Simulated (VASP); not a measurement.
Runs of VASP 6.6.1 on Na. The structure is that of space group Fd-3m (No. 227), or close to it. The cells are those of the table. 

| cell | k mesh | gap on the mesh (eV) | pressure (GPa) |
| --- | --- | --- | --- |
| a = 5.292 Å, angles 60.0°, 2 atoms | 8 × 8 × 8 | none | 0.0 |
| a = 5.362 Å, angles 60.0°, 2 atoms | 8 × 8 × 8 | none | -0.1 |
| a = 5.147 Å, angles 60.0°, 2 atoms | 8 × 8 × 8 | none | (b) |
| a = 5.220 Å, angles 60.0°, 2 atoms | 8 × 8 × 8 | none | 0.1 |
| a = 5.292 Å, angles 60.0°, 2 atoms | 12 × 12 × 12 | none | 0.0 |
| a = 5.071 Å, angles 60.0°, 2 atoms | 8 × 8 × 8 | none | 0.5 |
| a = 5.429 Å, angles 60.0°, 2 atoms | 8 × 8 × 8 | none | -0.2 |
| a = 5.496 Å, angles 60.0°, 2 atoms | 8 × 8 × 8 | none | (a) |

Alike in all rows: task single point; level PBEsol; potentials or basis VASP PAW PBE potentials, release 64 (Na_pv); no spin polarisation; cutoff (eV) 520; smearing fermi-dirac 0.1 eV.

Q: Fill in the values left out.

A: (a) -0.3; (b) 0.3.

Caveats: the PAW data sets were made with another functional, which shifts forces and pressure a little.

A gap of «none» marks levels without a gap at the run's occupations.
